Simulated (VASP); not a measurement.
# AgCl in VASP: settings compared

The runs below take AgCl through single point, with PBE, r2SCAN.

Program: VASP 6.6.1. These are calculated values, not measurements. Logs are shortened: lines on timing, memory, paths and dates and some standing lists are left out, and cuts for length are marked.

## (1) The cell of the first run

Symmetry: R-3m, No. 166, trigonal system. The conventional cell has a = 3.922 Å, b = 3.922 Å, c = 9.144 Å, α = 90.00°, β = 90.00°, γ = 120.00°. Ag (site symmetry -3m) has 6 Cl at 2.73 Å within 3.6 Å. Cl (site symmetry -3m) has 6 Ag at 2.73 Å within 3.6 Å.

## (2) Single point, PBE (strain along [111] -4.8%)

File INCAR:

```
  PREC = Accurate
  ENCUT = 520
  EDIFF = 1E-6
  ISMEAR = -1
  SIGMA = 0.02
  LREAL = F
  LASPH = T
  NELM = 100
  ALGO = Normal
  ISIF = 2
  LWAVE = F
  LCHARG = T
  GGA = PE
  LELF = T
  LVHAR = T
  NBANDS = 16
```

File KPOINTS:

```
Automatic mesh
0
Gamma
  8 8 8
```

File POSCAR:

```
AgCl
1.0
   -0.0891116398      2.6840721728      2.6840721728
    2.6840721728     -0.0891116398      2.6840721728
    2.6840721728      2.6840721728     -0.0891116398
Ag Cl
1 1
Direct
    0.0000000000      0.0000000000      0.0000000000
    0.5000000000      0.5000000000      0.5000000000
```

Potentials or basis: VASP PAW PBE potentials, release 64 (Ag, Cl).

Run with:

```console
$ cat potpaw_PBE.64/Ag/POTCAR potpaw_PBE.64/Cl/POTCAR > POTCAR
$ mpirun -np 1 vasp_std > vasp.out
```

OUTCAR:

```text
PREC = Accurate
   ENCUT = 520
   EDIFF = 1E-6
   ISMEAR = -1
   LREAL = F
   LASPH = T
   NELM = 100
   ISIF = 2
   GGA = PE

 ion  position               nearest neighbor table
   1  0.000  0.000  0.000-   2 2.73   2 2.73   2 2.73   2 2.73   2 2.73   2 2.73
   2  0.500  0.500  0.500-   1 2.73   1 2.73   1 2.73   1 2.73   1 2.73   1 2.73

  LATTYP: Found a trigonal (rhomboedric) cell.
 ALAT       =     3.7968971203
 COS(alpha) =     0.4665427111

  Lattice vectors:

 A1 = (  -0.0891116398,   2.6840721728,   2.6840721728)
 A2 = (   2.6840721728,  -0.0891116398,   2.6840721728)
 A3 = (   2.6840721728,   2.6840721728,  -0.0891116398)

Analysis of symmetry for initial positions (statically):
=====================================================================
 Subroutine PRICEL returns:
 Original cell was already a primitive cell.

 Routine SETGRP: Setting up the symmetry group for a
 trigonal (rhombohedral) supercell.

 Subroutine GETGRP returns: Found 12 space group operations
 (whereof 12 operations were pure point group operations)
 out of a pool of 12 trial point group operations.

The static configuration has the point symmetry D_3d.

Analysis of symmetry for dynamics (positions and initial velocities):
=====================================================================
 Subroutine PRICEL returns:
 Original cell was already a primitive cell.

 Routine SETGRP: Setting up the symmetry group for a
 trigonal (rhombohedral) supercell.

 Subroutine GETGRP returns: Found 12 space group operations
 (whereof 12 operations were pure point group operations)
 out of a pool of 12 trial point group operations.

The dynamic configuration has the point symmetry D_3d.

 Subroutine INISYM returns: Found 12 space group operations
 (whereof 12 operations are pure point group operations),
 and found     1 'primitive' translations

----------------------------------------------------------------------------------------

                                     Primitive cell

  volume of cell :      40.5987

  direct lattice vectors                    reciprocal lattice vectors
    -0.089111640  2.684072173  2.684072173    -0.177254695  0.183341669  0.183341669
     2.684072173 -0.089111640  2.684072173     0.183341669 -0.177254695  0.183341669
     2.684072173  2.684072173 -0.089111640     0.183341669  0.183341669 -0.177254695

  length of vectors
     3.796897120  3.796897120  3.796897120     0.314082095  0.314082095  0.314082095

  position of ions in fractional coordinates (direct lattice)
     0.000000000  0.000000000  0.000000000
     0.500000000  0.500000000  0.500000000

  ion indices of the primitive-cell ions
   primitive index   ion index
                 1           1
                 2           2

----------------------------------------------------------------------------------------

 KPOINTS: Automatic mesh

Automatic generation of k-mesh.
 Grid dimensions read from file:
 generate k-points for:    8    8    8

 Generating k-lattice:

  Cartesian coordinates                     Fractional coordinates (reciprocal lattice)
    -0.022156837  0.022917709  0.022917709     0.125000000  0.000000000 -0.000000000
     0.022917709 -0.022156837  0.022917709     0.000000000  0.125000000 -0.000000000
     0.022917709  0.022917709 -0.022156837     0.000000000  0.000000000  0.125000000

  Length of vectors
     0.039260262  0.039260262  0.039260262

  Shift w.r.t. Gamma in fractional coordinates (k-lattice)
     0.000000000  0.000000000  0.000000000

 Subroutine IBZKPT returns following result:
 ===========================================

 Found     65 irreducible k-points:

 Following reciprocal coordinates:
            Coordinates               Weight
  0.000000  0.000000  0.000000      1.000000
  0.125000  0.000000  0.000000      6.000000
  0.250000  0.000000  0.000000      6.000000
  0.375000  0.000000 -0.000000      6.000000
  0.500000  0.000000  0.000000      3.000000
  0.125000  0.125000  0.000000      6.000000
[... 16 lines left out ...]
  0.250000  0.125000  0.125000      6.000000
  0.375000  0.125000  0.125000      6.000000
 [... further k-points ...]
   k-points           NKPTS =     65   k-points in BZ     NKDIM =     65   number of bands    NBANDS=     16
   number of dos      NEDOS =    301   number of ions     NIONS =      2
   total plane-waves  NPLWV =  21952
   dimension x,y,z NGX =    28 NGY =   28 NGZ =   28
   dimension x,y,z NGXF=    56 NGYF=   56 NGZF=   56
   ions per type =               1   1
   NGX,Y,Z   is equivalent  to a cutoff of  12.26, 12.26, 12.26 a.u.
   NGXF,Y,Z  is equivalent  to a cutoff of  24.52, 24.52, 24.52 a.u.
 SYSTEM =  unknown system
   PREC   = accura    normal or accurate (medium, high low for compatibility)
   ISTART =      0    job   : 0-new  1-cont  2-samecut
   ICHARG =      2    charge: 1-file 2-atom 10-const
   ISPIN  =      1    spin polarized calculation?
   LNONCOLLINEAR =      F non collinear calculations
   LSORBIT =      F    spin-orbit coupling
   LASPH  =      T    aspherical Exc in radial PAW
   ENCUT  =  520.0 eV  38.22 Ry    6.18 a.u.   7.06  7.06  7.06*2*pi/ulx,y,z
   NELM   =    100;   NELMIN=  2; NELMDL= -5     # of ELM steps
   EDIFF  = 0.1E-05   stopping-criterion for ELM
   LREAL  =      F    real-space projection
   EDIFFG = 0.1E-04   stopping-criterion for IOM
   NSW    =      0    number of steps for IOM
   IBRION =     -1    ionic relax: 0-MD 1-quasi-New 2-CG
   NFREE  =      0    steps in history (QN), initial steepest desc. (CG)
   ISIF   =      2    stress and relaxation
   ISYM   =      2    0-nonsym 1-usesym 2-fastsym
   POTIM  = 0.5000    time-step for ionic-motion
   TEBEG  =    0.0;   TEEND  =   0.0 temperature during run
   PSTRESS=    0.0 pullay stress
   NELECT =      18.0000    total number of electrons
   NUPDOWN=      -1.0000    fix difference up-down
   EMIN   =  10.00;   EMAX   =-10.00  energy-range for DOS
   EFERMI =   0.00;   METHOD = LEGACY
   ISMEAR =    -1;   SIGMA  =   0.02  broadening in eV -4-tet -1-fermi 0-gaus
   EFERMI_NEDOS =   21; number of points for ismear=-14 and -15
   IALGO  =     38    algorithm
   IMIX   =      4    mixing-type and parameters
     AMIX     =   0.40;   BMIX     =  1.00
     AMIX_MAG =   1.60;   BMIX_MAG =  1.00
  volume/ion in A,a.u.               =      20.30       136.99
  Fermi-wavevector in a.u.,A,eV,Ry     =   1.248327  2.358996 21.202243  1.558321
  Thomas-Fermi vector in A             =   2.382419
   LORBIT       =      0    0 simple, 1 ext, 2 COOP (PROOUT), +10 PAW based schemes
   GGA     = PE    functional components
   LHFCALC =     F    Hartree Fock is set to
   AEXX    =    0.0000 exact exchange contribution
   IVDW    =     0    specifies the selected vdW correction
   LEPSILON=     F    determine dielectric tensor
   LRPA    =     F    only Hartree local field effects (RPA)
 non-spin polarized calculation
  energy-cutoff  :      520.00
  volume of cell :       40.60
 maximum number of plane-waves:      1118
   NGX = 15   NGY = 15   NGZ = 15

 number of electron      17.9999997 magnetization

 Free energy of the ion-electron system (eV)
  ---------------------------------------------------
  ext. energy  EPLUGINS =         0.00000000
  ---------------------------------------------------
  free energy    TOTEN  =        -5.35607465 eV

  energy without entropy =       -5.35607465  energy(sigma->0) =       -5.35607465

 E-fermi :   4.9624     XC(G=0): -10.2286

 val. band max:        4.4936112479   @ k =   0.5000   0.5000   0.5000
 cond. band min:       5.3516704201   @ k =   0.0000   0.0000   0.0000
 fundamental gap:      0.8580591721
 Fermi energy:         4.9623688622

 k-point     1 :       0.0000    0.0000    0.0000
  band No.  band energies     occupation
      1     -11.0268      2.00000
      2       1.7682      2.00000
      3       1.7682      2.00000
      4       1.8633      2.00000
      5       1.8633      2.00000
      6       1.8639      2.00000
[... 8 lines left out ...]
     15      17.9605      0.00000
     16      17.9605      0.00000

 k-point     2 :       0.1250    0.0000    0.0000
  band No.  band energies     occupation
      1     -10.9603      2.00000
      2       1.0022      2.00000
      3       1.0629      2.00000
      4       1.2030      2.00000
      5       1.8519      2.00000
      6       1.9034      2.00000
[... 8 lines left out ...]
     15      16.7332      0.00000
     16      17.4631      0.00000

 k-point     3 :       0.2500    0.0000    0.0000
  band No.  band energies     occupation
      1     -10.7923      2.00000
      2      -0.0848      2.00000
      3       0.4509      2.00000
      4       0.6099      2.00000
      5       1.9822      2.00000
      6       2.0397      2.00000
[... 8 lines left out ...]
     15      17.0120      0.00000
     16      17.3813      0.00000

 k-point     4 :       0.3750    0.0000   -0.0000
  band No.  band energies     occupation
      1     -10.6124      2.00000
      2      -0.9109      2.00000
      3       0.0634      2.00000
      4       0.2339      2.00000
      5       2.1182      2.00000
      6       2.1721      2.00000
[... 8 lines left out ...]
     15      17.5912      0.00000
     16      17.9484      0.00000
[... 324 lines left out ...]
 k-point    22 :       0.1250    0.1250    0.1250
  band No.  band energies     occupation
      1     -10.9513      2.00000
      2       1.0513      2.00000
      3       1.0513      2.00000
      4       1.1680      2.00000
      5       1.8351      2.00000
      6       1.8351      2.00000
[... 8 lines left out ...]
     15      16.3968      0.00000
     16      17.0890      0.00000

 k-point    23 :       0.2500    0.1250    0.1250
  band No.  band energies     occupation
      1     -10.8487      2.00000
      2       0.2865      2.00000
      3       0.5247      2.00000
      4       1.1433      2.00000
      5       1.8763      2.00000
      6       2.0007      2.00000
[... 8 lines left out ...]
     15      17.4114      0.00000
     16      18.2341      0.00000

 k-point    24 :       0.3750    0.1250    0.1250
  band No.  band energies     occupation
      1     -10.6816      2.00000
      2      -0.4912      2.00000
      3       0.1356      2.00000
      4       0.6636      2.00000
      5       1.9960      2.00000
      6       2.1365      2.00000
[... 8 lines left out ...]
     15      18.4200      0.00000
     16      18.7188      0.00000

 [... further k-points ...]

------------------------ aborting loop because EDIFF is reached ----------------------------------------

  FORCE on cell =-STRESS in cart. coord.  units (eV):
  Direction    XX          YY          ZZ          XY          YZ          ZX
  --------------------------------------------------------------------------------------
  -------------------------------------------------------------------------------------
  Total        1.0620078      1.0620078      1.0620078      0.0285197      0.0285197      0.0285197
  in kB       41.9108661     41.9108661     41.9108661      1.1254970      1.1254970      1.1254970
  external PRESSURE =      41.9108661 kB  Pullay stress =       0.0000000 kB

 VOLUME and BASIS-vectors are now :
 -----------------------------------------------------------------------------
  energy-cutoff  :      520.00
  volume of cell :       40.60
      direct lattice vectors                 reciprocal lattice vectors
    -0.089111640  2.684072173  2.684072173    -0.177254695  0.183341669  0.183341669
     2.684072173 -0.089111640  2.684072173     0.183341669 -0.177254695  0.183341669
     2.684072173  2.684072173 -0.089111640     0.183341669  0.183341669 -0.177254695

 POSITION                                       TOTAL-FORCE (eV/Angst)
 -----------------------------------------------------------------------------------
      0.00000      0.00000      0.00000         0.000000     -0.000000      0.000000
      2.63952      2.63952      2.63952        -0.000000      0.000000     -0.000000
 -----------------------------------------------------------------------------------
    total drift:                                0.000000      0.000000      0.000000

  FREE ENERGIE OF THE ION-ELECTRON SYSTEM (eV)
  ---------------------------------------------------
  free  energy   TOTEN  =        -5.3560746528 eV

  energy  without entropy=       -5.3560746528  energy(sigma->0) =       -5.35607465
```

Run time: 32 s. Hardware: 1 thread of Intel Xeon Platinum 8488C (Sapphire Rapids), shared host; peak memory 0.18 GiB.

What came out:

* Free energy: -5.3561 eV
* Pressure: 4.2 GPa
* Band gap on the k mesh: 0.86 eV, indirect (least direct gap 3.27 eV)

Levels at points of the mesh, in eV from the valence-band top:
| k point | band 6 | band 7 | band 8 | band 9 | band 10 | band 11 | band 12 | band 13 |
| --- | --- | --- | --- | --- | --- | --- | --- | --- |
| (0.00, 0.00, 0.00) | -2.63 | -2.63 | -2.63 | -2.41 | 0.86 | 10.60 | 10.60 | 11.20 |
| (0.50, 0.00, 0.00) | -2.27 | -1.94 | -0.09 | -0.02 | 4.12 | 6.68 | 7.47 | 7.89 |
| (0.50, 0.50, 0.00) | -2.43 | -2.14 | -2.13 | -2.02 | 2.27 | 7.93 | 8.71 | 11.56 |
| (0.50, 0.50, 0.50) | -2.24 | -1.86 | 0.00 | 0.00 | 3.90 | 6.99 | 7.22 | 7.22 |

Caveat: the cell differs from its parent crystal (strain along [111] -4.8%). A k mesh can miss the band edges.

(Part 1 of 2 ends here.)
